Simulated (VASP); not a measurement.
# Zr (Im-3m) in VASP: further runs, part 2 of 3

VASP 6.6.1. The steps go on from the part before.

### Step 3. Electric field gradients, PBE

This run uses another cell than the first one, of 23.72 Å³/atom.

Input file INCAR:

```
SYSTEM = Zr
PREC = Accurate
ENCUT = 520
EDIFF = 1E-8
ISMEAR = -1
SIGMA = 0.03
LREAL = .FALSE.
LASPH = .TRUE.
NELM = 80
ALGO = Normal
ISIF = 2
LWAVE = .FALSE.
LCHARG = .FALSE.
GGA = PE
LEFG = .TRUE.
NBANDS = 12
```

Input file KPOINTS:

```
Automatic mesh
0
G
  16 16 16
  0 0 0
```

Input file POSCAR:

```
Zr
1.0
   -1.8100000000      1.8100000000      1.8100000000
    1.8100000000     -1.8100000000      1.8100000000
    1.8100000000      1.8100000000     -1.8100000000
Zr
1
Direct
    0.0000000000      0.0000000000      0.0000000000
```

Potentials or basis: VASP PAW PBE potentials, release 64 (Zr_sv).

Started as:

```sh
> cat potpaw_PBE.64/Zr_sv/POTCAR > POTCAR
> mpirun -np 1 vasp_std > vasp.out
```

OUTCAR:

```text
SYSTEM = Zr
   PREC = Accurate
   ENCUT = 520
   EDIFF = 1E-8
   ISMEAR = -1
   LREAL = .FALSE.
   LASPH = .TRUE.
   NELM = 80
   ISIF = 2
   GGA = PE

 ion  position               nearest neighbor table
   1  0.000  0.000  0.000-

  LATTYP: Found a body centered cubic cell.
 ALAT       =     3.6200000000

  Lattice vectors:

 A1 = (  -1.8100000000,   1.8100000000,   1.8100000000)
 A2 = (   1.8100000000,  -1.8100000000,   1.8100000000)
 A3 = (   1.8100000000,   1.8100000000,  -1.8100000000)

Analysis of symmetry for initial positions (statically):
=====================================================================
 Subroutine PRICEL returns:
 Original cell was already a primitive cell.

 Routine SETGRP: Setting up the symmetry group for a
 body centered cubic supercell.

 Subroutine GETGRP returns: Found 48 space group operations
 (whereof 48 operations were pure point group operations)
 out of a pool of 48 trial point group operations.

The static configuration has the point symmetry O_h .

Analysis of symmetry for dynamics (positions and initial velocities):
=====================================================================
 Subroutine PRICEL returns:
 Original cell was already a primitive cell.

 Routine SETGRP: Setting up the symmetry group for a
 body centered cubic supercell.

 Subroutine GETGRP returns: Found 48 space group operations
 (whereof 48 operations were pure point group operations)
 out of a pool of 48 trial point group operations.

The dynamic configuration has the point symmetry O_h .

 Subroutine INISYM returns: Found 48 space group operations
[... 161 lines left out ...]
     11      20.8340      0.00000
     12      20.8340      0.00000
[... 331 lines left out ...]
 k-point    24 :       0.2500    0.1875   -0.0000
  band No.  band energies     occupation
      1     -39.9036      2.00000
      2     -18.2775      2.00000
      3     -17.8584      2.00000
      4     -17.6434      2.00000
      5       6.3125      2.00000
      6       8.0281      2.00000
      7       8.5292      0.70656
      8      11.5474      0.00000
      9      12.6717      0.00000
     10      14.0101      0.00000
     11      19.3835      0.00000
     12      20.9729      0.00000

 [... further k-points ...]

------------------------ aborting loop because EDIFF is reached ----------------------------------------

  FORCE on cell =-STRESS in cart. coord.  units (eV):
  Direction    XX          YY          ZZ          XY          YZ          ZX
  --------------------------------------------------------------------------------------
  -------------------------------------------------------------------------------------
  Total       -0.4625403     -0.4625403     -0.4625403      0.0000000     -0.0000000      0.0000000
  in kB      -31.2438396    -31.2438396    -31.2438396      0.0000000     -0.0000000      0.0000000
  external PRESSURE =     -31.2438396 kB  Pullay stress =       0.0000000 kB

 VOLUME and BASIS-vectors are now :
 -----------------------------------------------------------------------------
  energy-cutoff  :      520.00
  volume of cell :       23.72
      direct lattice vectors                 reciprocal lattice vectors
    -1.810000000  1.810000000  1.810000000     0.000000000  0.276243094  0.276243094
     1.810000000 -1.810000000  1.810000000     0.276243094  0.000000000  0.276243094
     1.810000000  1.810000000 -1.810000000     0.276243094  0.276243094  0.000000000

 POSITION                                       TOTAL-FORCE (eV/Angst)
 -----------------------------------------------------------------------------------
      0.00000      0.00000      0.00000         0.000000     -0.000000     -0.000000
 -----------------------------------------------------------------------------------
    total drift:                                0.000000      0.000000      0.000000

  FREE ENERGIE OF THE ION-ELECTRON SYSTEM (eV)
  ---------------------------------------------------
  free  energy   TOTEN  =        -8.4297891012 eV

  energy  without entropy=       -8.4234935772  energy(sigma->0) =       -8.42664134

 Electric field gradients (V/A^2)
---------------------------------------------------------------------
 ion       V_xx      V_yy      V_zz      V_xy      V_xz      V_yz
---------------------------------------------------------------------
   1       0.000    -0.000     0.000    -0.000    -0.000    -0.000
---------------------------------------------------------------------

 Electric field gradients after diagonalization (V/A^2)
 (convention: |V_zz| > |V_xx| > |V_yy|)
----------------------------------------------------------------------
 ion       V_xx      V_yy      V_zz     asymmetry (V_yy - V_xx)/ V_zz
----------------------------------------------------------------------
   1       0.000     0.000    -0.000       0.000
----------------------------------------------------------------------

           NMR quadrupolar parameters

 Cq : quadrupolar parameter    Cq=e*Q*V_zz/h
 eta: asymmetry parameters     (V_yy - V_xx)/ V_zz
 Q  : nuclear electric quadrupole moment in mb (millibarn)
----------------------------------------------------------------------
 ion       Cq(MHz)       eta       Q (mb)
----------------------------------------------------------------------
   1      -0.000       0.000       1.000
----------------------------------------------------------------------
```

It took 20 s on 1 thread of Intel Xeon Platinum 8375C at 2.90GHz (Ice Lake), shared host; peak memory 0.16 GiB.

Results:

```
Free energy                             : -8.4298 eV
Pressure                                : -3.1 GPa
Band gap on the k mesh                  : zero (bands 6 and 7 overlap by 1.82 eV)
Largest electric field gradient by atom : zero within the noise of the run
```

Levels at points of the mesh, in eV from the Fermi level:
| k point | band 2 | band 3 | band 4 | band 5 | band 6 | band 7 | band 8 | band 9 | band 10 | band 11 |
| --- | --- | --- | --- | --- | --- | --- | --- | --- | --- | --- |
| (0.00, 0.00, 0.00) | -26.08 | -26.08 | -26.08 | -5.34 | 1.11 | 1.11 | 1.11 | 3.53 | 3.53 | 12.32 |
| (0.50, 0.00, 0.00) | -26.98 | -26.37 | -26.08 | -2.73 | -0.63 | 1.51 | 3.51 | 4.16 | 6.16 | 9.94 |
| (0.50, 0.50, 0.50) | -26.70 | -26.70 | -26.70 | -2.46 | -2.46 | 5.51 | 5.51 | 5.51 | 7.26 | 7.26 |

Caveat: the cell stands under tension.

### Step 4. Electric field gradients, PBE (24.31 Å³/atom)

This run uses another cell than the first one, of 24.31 Å³/atom.

Input file INCAR:

```
PREC = Accurate
ENCUT = 520
EDIFF = 1E-8
ISMEAR = -1
SIGMA = 0.03
LREAL = False
LASPH = True
NELM = 100
ALGO = Normal
ISIF = 2
LWAVE = False
LCHARG = False
GGA = PE
LEFG = True
NBANDS = 12
```

Input file KPOINTS:

```
Automatic mesh
0
Gamma
  16 16 16
```

Input file POSCAR:

```
Zr
1.0
   -1.8249593561      1.8249593561      1.8249593561
    1.8249593561     -1.8249593561      1.8249593561
    1.8249593561      1.8249593561     -1.8249593561
Zr
1
Direct
    0.0000000000      0.0000000000      0.0000000000
```

Potentials or basis: VASP PAW PBE potentials, release 64 (Zr_sv).

Started as:

```sh
> cat potpaw_PBE.64/Zr_sv/POTCAR > POTCAR
> mpirun -np 1 vasp_std > vasp.out
```

OUTCAR:

```text
PREC = Accurate
   ENCUT = 520
   EDIFF = 1E-8
   ISMEAR = -1
   LREAL = False
   LASPH = True
   NELM = 100
   ISIF = 2
   GGA = PE

 ion  position               nearest neighbor table
   1  0.000  0.000  0.000-

  LATTYP: Found a body centered cubic cell.
 ALAT       =     3.6499187122

  Lattice vectors:

 A1 = (  -1.8249593561,   1.8249593561,   1.8249593561)
 A2 = (   1.8249593561,  -1.8249593561,   1.8249593561)
 A3 = (   1.8249593561,   1.8249593561,  -1.8249593561)

Analysis of symmetry for initial positions (statically):
=====================================================================
 Subroutine PRICEL returns:
 Original cell was already a primitive cell.

 Routine SETGRP: Setting up the symmetry group for a
 body centered cubic supercell.

 Subroutine GETGRP returns: Found 48 space group operations
[... 539 lines left out ...]
  external PRESSURE =     -49.6576124 kB  Pullay stress =       0.0000000 kB

 VOLUME and BASIS-vectors are now :
 -----------------------------------------------------------------------------
  energy-cutoff  :      520.00
  volume of cell :       24.31
      direct lattice vectors                 reciprocal lattice vectors
    -1.824959356  1.824959356  1.824959356     0.000000000  0.273978704  0.273978704
     1.824959356 -1.824959356  1.824959356     0.273978704  0.000000000  0.273978704
     1.824959356  1.824959356 -1.824959356     0.273978704  0.273978704  0.000000000

 POSITION                                       TOTAL-FORCE (eV/Angst)
 -----------------------------------------------------------------------------------
      0.00000      0.00000      0.00000        -0.000000      0.000000     -0.000000
 -----------------------------------------------------------------------------------
    total drift:                                0.000000      0.000000      0.000000

  FREE ENERGIE OF THE ION-ELECTRON SYSTEM (eV)
  ---------------------------------------------------
  free  energy   TOTEN  =        -8.4149974565 eV

  energy  without entropy=       -8.4087030733  energy(sigma->0) =       -8.41185026

 Electric field gradients (V/A^2)
---------------------------------------------------------------------
 ion       V_xx      V_yy      V_zz      V_xy      V_xz      V_yz
---------------------------------------------------------------------
   1       0.000     0.000     0.000    -0.000    -0.000    -0.000
---------------------------------------------------------------------

 Electric field gradients after diagonalization (V/A^2)
 (convention: |V_zz| > |V_xx| > |V_yy|)
----------------------------------------------------------------------
 ion       V_xx      V_yy      V_zz     asymmetry (V_yy - V_xx)/ V_zz
----------------------------------------------------------------------
   1       0.000     0.000    -0.000       0.000
----------------------------------------------------------------------

           NMR quadrupolar parameters

 Cq : quadrupolar parameter    Cq=e*Q*V_zz/h
 eta: asymmetry parameters     (V_yy - V_xx)/ V_zz
 Q  : nuclear electric quadrupole moment in mb (millibarn)
----------------------------------------------------------------------
 ion       Cq(MHz)       eta       Q (mb)
----------------------------------------------------------------------
   1      -0.000       0.000       1.000
----------------------------------------------------------------------
```

OSZICAR:

```text
N       E                     dE             d eps       ncg     rms          rms(c)
DAV:   1     0.878845928189E+02    0.87885E+02   -0.69640E+03  3480   0.100E+03
DAV:   2    -0.567148522968E+01   -0.93556E+02   -0.90945E+02  4024   0.269E+02
DAV:   3    -0.870843432678E+01   -0.30369E+01   -0.29829E+01  5236   0.411E+01
DAV:   4    -0.877753749409E+01   -0.69103E-01   -0.69064E-01  4040   0.593E+00
DAV:   5    -0.877915234322E+01   -0.16148E-02   -0.16148E-02  5008   0.636E-01    0.933E+00
DAV:   6    -0.846937778085E+01    0.30977E+00   -0.40054E-01  3724   0.577E+00    0.358E+00
DAV:   7    -0.841227997656E+01    0.57098E-01   -0.20062E-01  4164   0.387E+00    0.674E-01
DAV:   8    -0.841500074675E+01   -0.27208E-02   -0.11767E-02  4192   0.121E+00    0.134E-01
DAV:   9    -0.841501182409E+01   -0.11077E-04   -0.57723E-04  4556   0.218E-01    0.238E-02
DAV:  10    -0.841499882009E+01    0.13004E-04   -0.27197E-05  4428   0.493E-02    0.168E-02
DAV:  11    -0.841499745334E+01    0.13668E-05   -0.21334E-06  4452   0.137E-02    0.237E-03
DAV:  12    -0.841499750537E+01   -0.52031E-07   -0.71215E-08  4580   0.219E-03    0.487E-04
DAV:  13    -0.841499746064E+01    0.44731E-07   -0.21742E-09  2336   0.585E-04    0.230E-05
DAV:  14    -0.841499745655E+01    0.40909E-08   -0.28703E-10  1984   0.177E-04
   1 F= -.84149975E+01 E0= -.84118503E+01  d E =-.629438E-02
```

Run time: 19 s. Hardware: 1 thread of Intel Xeon Platinum 8375C at 2.90GHz (Ice Lake), shared host; peak memory 0.16 GiB.

Results:

```
Free energy                             : -8.4150 eV
Pressure                                : -5.0 GPa
Band gap on the k mesh                  : zero (bands 6 and 7 overlap by 1.78 eV)
Largest electric field gradient by atom : zero within the noise of the run
```

Levels at points of the mesh, in eV from the Fermi level:
```tsv
k point	band 4	band 5	band 6	band 7	band 8	band 9
(0.00, 0.00, 0.00)	-26.17	-5.30	1.09	1.09	1.09	3.45
(0.50, 0.00, 0.00)	-26.17	-2.66	-0.60	1.42	3.41	4.05
(0.50, 0.50, 0.50)	-26.75	-2.36	-2.36	5.35	5.35	5.35
```

Caveat: the cell stands under tension.

(Continued in part 3 of 3.)
